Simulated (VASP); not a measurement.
Here is a VASP 6.6.1 calculation.

The input INCAR:

```
SYSTEM = MgS
  ALGO = Normal
  EDIFF = 1E-6
  EDIFFG = -0.01
  ENCUT = 600
  GGA = PS
  IBRION = 2
  ISIF = 3
  ISMEAR = 0
  LASPH = .True.
  LCHARG = .False.
  LREAL = .False.
  LWAVE = .False.
  NELM = 80
  NSW = 80
  PREC = Accurate
  PSTRESS = 40.0
  SIGMA = 0.01
```

File KPOINTS:

```
k-points
0
Gamma
  5 5 5
  0 0 0
```

POSCAR

```
MgS
1.0
    0.0000000000      2.6016500000      2.6016500000
    2.6016500000      0.0000000000      2.6016500000
    2.6016500000      2.6016500000      0.0000000000
Mg S
1 1
Direct
    0.0000000000      0.0000000000      0.0000000000
    0.5000000000      0.5000000000      0.5000000000
```

Potentials or basis: VASP PAW PBE potentials, release 64 (Mg, S).

Launch:

```bash
$ cat potpaw_PBE.64/Mg/POTCAR potpaw_PBE.64/S/POTCAR > POTCAR
$ mpirun -np 1 vasp_std > vasp.out
```

Problem. Estimate the band gap on the k mesh.

Solution. 3.24 eV, indirect (least direct gap 4.07 eV).

Problem. Estimate the relaxed volume.

Solution. 16.60 Å³/atom.

Problem. What does it give for the relaxed cell?

Solution. a = 3.607 Å, b = 3.607 Å, c = 3.607 Å, α = 60.00°, β = 60.00°, γ = 60.00°.

Problem. Predict the space group after relaxing (to 0.05 Å).

Solution. Fm-3m (No. 225).

Final structure:
```cif
data_structure
_symmetry_space_group_name_H-M 'P 1'
_symmetry_Int_Tables_number 1
_cell_length_a 3.6074
_cell_length_b 3.6074
_cell_length_c 3.6074
_cell_angle_alpha 60.000
_cell_angle_beta 60.000
_cell_angle_gamma 60.000
_cell_volume 33.19
loop_
_atom_site_label
_atom_site_type_symbol
_atom_site_fract_x
_atom_site_fract_y
_atom_site_fract_z
_atom_site_occupancy
Mg1 Mg 0.00000 0.00000 0.00000 1
S1 S 0.50000 0.50000 0.50000 1
```

Caveat: the cell is relaxed towards a set pressure, so the enthalpy falls and the energy may rise; the PAW data sets were made with another functional, which shifts forces and pressure a little. A k mesh can miss the band edges.
